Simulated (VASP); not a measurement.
# WC (CsCl type) (Pm-3m) in VASP: further runs, part 2 of 2

VASP 6.6.1. The steps go on from the part before.

### 3 Relaxation of cell and atoms, PBE, target pressure -0.037 GPa, at which the enthalpy is minimised

This run uses another cell than the first one, of 10.14 Å³/atom.

INCAR

```
SYSTEM = WC
PREC     = Accurate       ! precision mode
ENCUT    = 600            ! plane-wave cutoff, eV
EDIFF    = 1E-7           ! SCF threshold, eV
ISMEAR   = -1             ! smearing method
SIGMA    = 0.08           ! smearing width, eV
LREAL    = .False.        ! projectors in reciprocal space
LASPH    = .True.         ! aspherical terms in the spheres
NELM     = 60             ! most SCF steps
ALGO     = Normal         ! electronic algorithm
ISIF     = 3              ! what is computed and relaxed
LWAVE    = .False.        ! write WAVECAR
LCHARG   = .False.        ! write CHGCAR
GGA      = PE             ! functional
IBRION   = 2              ! ionic algorithm
NSW      = 32             ! ionic steps
EDIFFG   = -0.005         ! ionic threshold
PSTRESS  = -0.37
```

KPOINTS

```
Automatic mesh
0
Gamma
  14 14 14
  0 0 0
```

POSCAR

```
WC
1.0
    2.7270920957      0.0000000000      0.0000000000
    0.0000000000      2.7270920957      0.0000000000
    0.0000000000      0.0000000000      2.7270920957
W C
1 1
Direct
    0.0000000000      0.0000000000      0.0000000000
    0.5000000000      0.5000000000      0.5000000000
```

Potentials or basis: VASP PAW PBE potentials, release 64 (W_sv, C).

Command:

```console
> cat potpaw_PBE.64/W_sv/POTCAR potpaw_PBE.64/C/POTCAR > POTCAR
> mpirun -np 1 vasp_std > vasp.out
```

OUTCAR:

```text
SYSTEM = WC
   PREC = Accurate
   ENCUT = 600
   EDIFF = 1E-7
   ISMEAR = -1
   LREAL = .False.
   LASPH = .True.
   NELM = 60
   ISIF = 3
   GGA = PE
   IBRION = 2
   NSW = 32
   EDIFFG = -0.005
   PSTRESS = -0.37

 ion  position               nearest neighbor table
   1  0.000  0.000  0.000-   2 2.36   2 2.36   2 2.36   2 2.36   2 2.36   2 2.36   2 2.36   2 2.36

   2  0.500  0.500  0.500-   1 2.36   1 2.36   1 2.36   1 2.36   1 2.36   1 2.36   1 2.36   1 2.36

  LATTYP: Found a simple cubic cell.
 ALAT       =     2.7270920957

  Lattice vectors:

 A1 = (   2.7270920957,   0.0000000000,   0.0000000000)
 A2 = (   0.0000000000,   2.7270920957,   0.0000000000)
 A3 = (   0.0000000000,   0.0000000000,   2.7270920957)

Analysis of symmetry for initial positions (statically):
=====================================================================
 Subroutine PRICEL returns:
 Original cell was already a primitive cell.

 Routine SETGRP: Setting up the symmetry group for a
 simple cubic supercell.

 Subroutine GETGRP returns: Found 48 space group operations
 (whereof 48 operations were pure point group operations)
 out of a pool of 48 trial point group operations.

The static configuration has the point symmetry O_h .

Analysis of symmetry for dynamics (positions and initial velocities):
=====================================================================
 Subroutine PRICEL returns:
 Original cell was already a primitive cell.

[... 232 lines left out ...]
 number of electron      17.9999998 magnetization

 Free energy of the ion-electron system (eV)
  ---------------------------------------------------
  ext. energy  EPLUGINS =         0.00000000
  ---------------------------------------------------
  free energy    TOTEN  =       -20.63097668 eV

  energy without entropy =      -20.61297329  energy(sigma->0) =      -20.62197498

 E-fermi :  12.2464     XC(G=0): -14.0037

 val. band max:       12.2374402326   @ k =   0.4286   0.3571   0.2857
 cond. band min:      12.2561568494   @ k =   0.1429   0.1429   0.0714
 fundamental gap:      0.0187166168
 Fermi energy:        12.2464110649

 k-point     1 :       0.0000    0.0000    0.0000
  band No.  band energies     occupation
      1     -62.5830      2.00000
      2     -26.3860      2.00000
      3     -26.3860      2.00000
      4     -26.3860      2.00000
      5      -3.0795      2.00000
      6       7.1431      2.00000
      7       7.1431      2.00000
      8      12.2964      0.69741
      9      12.2964      0.69741
     10      12.2964      0.69741
     11      15.1075      0.00000
     12      15.1075      0.00000
     13      15.1075      0.00000
[... 354 lines left out ...]
  band No.  band energies     occupation
      1     -62.5067      2.00000
      2     -27.1409      2.00000
      3     -26.6881      2.00000
      4     -26.2757      2.00000
      5      -0.0499      2.00000
      6       5.0313      2.00000
      7       7.9751      2.00000
      8       9.4906      2.00000
      9       9.9201      2.00000
     10      13.7459      0.00000
     11      15.0510      0.00000
     12      16.7180      0.00000
     13      17.7556      0.00000

 [... further k-points ...]

------------------------ aborting loop because EDIFF is reached ----------------------------------------

  FORCE on cell =-STRESS in cart. coord.  units (eV):
  Direction    XX          YY          ZZ          XY          YZ          ZX
  --------------------------------------------------------------------------------------
  -------------------------------------------------------------------------------------
  Total       -0.0034392     -0.0034392     -0.0034392      0.0000000     -0.0000000      0.0000000
  in kB       -0.2707504     -0.2707504     -0.2707504      0.0000000     -0.0000000      0.0000000
  external PRESSURE =       0.0992496 kB  Pullay stress =      -0.3700000 kB
[... 21 lines left out ...]
  energy  without entropy=      -20.6129732891  energy(sigma->0) =      -20.62197498

  enthalpy is  TOTEN    =       -20.6356765660 eV   P V=       -0.0046998861

 reached required accuracy - stopping structural energy minimisation
```

Run time: 80 s. Hardware: 1 thread of Intel Xeon 8259CL, shared host; peak memory 0.18 GiB.

Results:

```
Free energy                                                : -20.6310 eV
Relaxed volume                                             : 10.18 Å³/atom
Relaxed cell                                               : a = 2.730 Å, b = 2.730 Å, c = 2.730 Å, α = 90.00°, β = 90.00°, γ = 90.00°
Space group after relaxing (to 0.1 Å)                      : Pm-3m (No. 221)
Energy change on relaxing (the run minimises the enthalpy) : -0.1 meV/atom
Ionic steps                                                : 3
Pressure after relaxing                                    : 0.0 GPa
Band gap on the k mesh                                     : zero (bands 9 and 10 overlap by 7.00 eV)
```

The path:
```
step  energy change (eV)  largest force (eV/Å)  pressure (GPa)  volume (Å³)
   1              0.0000                0.0000            1.22        20.28
   2              0.0013                0.0000           -2.91        20.52
   3             -0.0003                0.0000           -0.03        20.35
```

Final structure:
```cif
data_structure
_symmetry_space_group_name_H-M 'P 1'
_symmetry_Int_Tables_number 1
_cell_length_a 2.7302
_cell_length_b 2.7302
_cell_length_c 2.7302
_cell_angle_alpha 90.000
_cell_angle_beta 90.000
_cell_angle_gamma 90.000
_cell_volume 20.35
loop_
_atom_site_label
_atom_site_type_symbol
_atom_site_fract_x
_atom_site_fract_y
_atom_site_fract_z
_atom_site_occupancy
W1 W 0.00000 0.00000 0.00000 1
C1 C 0.50000 0.50000 0.50000 1
```

Levels at points of the mesh, in eV from the Fermi level:
```tsv
k point	band 5	band 6	band 7	band 8	band 9	band 10	band 11	band 12	band 13
(0.00, 0.00, 0.00)	-15.33	-5.10	-5.10	0.05	0.05	0.05	2.86	2.86	2.86
(0.50, 0.00, 0.00)	-11.26	-9.40	-3.99	-3.35	-3.35	3.37	4.49	6.91	6.91
(0.50, 0.50, 0.00)	-12.21	-4.47	-4.47	-4.11	-0.01	-0.01	1.21	3.28	5.54
(0.50, 0.50, 0.50)	-8.24	-8.24	-8.24	-8.15	5.80	5.80	7.64	7.64	7.64
```

Caveat: the cell is relaxed towards a set pressure, so the run minimises the enthalpy, not the energy; spin-orbit coupling is left out, which moves the levels of the heavy elements.
